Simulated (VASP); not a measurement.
Set up this calculation in VASP 6.6.1, as the native input.

- Task: single point
- Functional: PBE
- Potentials or basis: VASP PAW PBE potentials, release 64 (Li_sv, H)
- Cutoff: 520 eV
- k mesh: 10 × 10 × 10
- Occupations: fermi-dirac, width 0.02 eV
- Spin: no spin polarisation
- Dipole correction: no
- Further INCAR settings: ALGO = Normal; EDIFF = 1e-06; NBANDS = 9

The structure of LiH lies in POSCAR:

```
LiH
1.0
    0.0000000000      2.0378659094      2.2486326808
    2.0378659094      0.0000000000      2.2486326808
    2.0378659094      2.0378659094      0.0000000000
Li H
1 1
Direct
    0.0000000000      0.0000000000      0.0000000000
    0.2500000000      0.2500000000      0.2500000000
```

This cell differs from its parent crystal: epitaxial xy strain -5.0%.

The input as run:

INCAR

```
SYSTEM = LiH
PREC = Accurate
ENCUT = 520
EDIFF = 1E-6
ISMEAR = -1
SIGMA = 0.02
LREAL = .FALSE.
LASPH = .TRUE.
NELM = 100
ALGO = Normal
ISIF = 2
LWAVE = .FALSE.
LCHARG = .FALSE.
GGA = PE
NBANDS = 9
```

KPOINTS

```
regular mesh
0
G
  10 10 10
  0 0 0
```

Potentials or basis: VASP PAW PBE potentials, release 64 (Li_sv, H).

Launch:

```sh
$ cat potpaw_PBE.64/Li_sv/POTCAR potpaw_PBE.64/H/POTCAR > POTCAR
$ mpirun -np 1 vasp_std > vasp.out
```

It gave:

```
Band gap on the k mesh : 4.10 eV (least direct gap 5.34 eV)
```

Caveat: the cell differs from its parent crystal (epitaxial xy strain -5.0%).

It took 28 s on 1 thread of Intel Xeon 8259CL, on a shared host, peak memory 0.14 GiB.
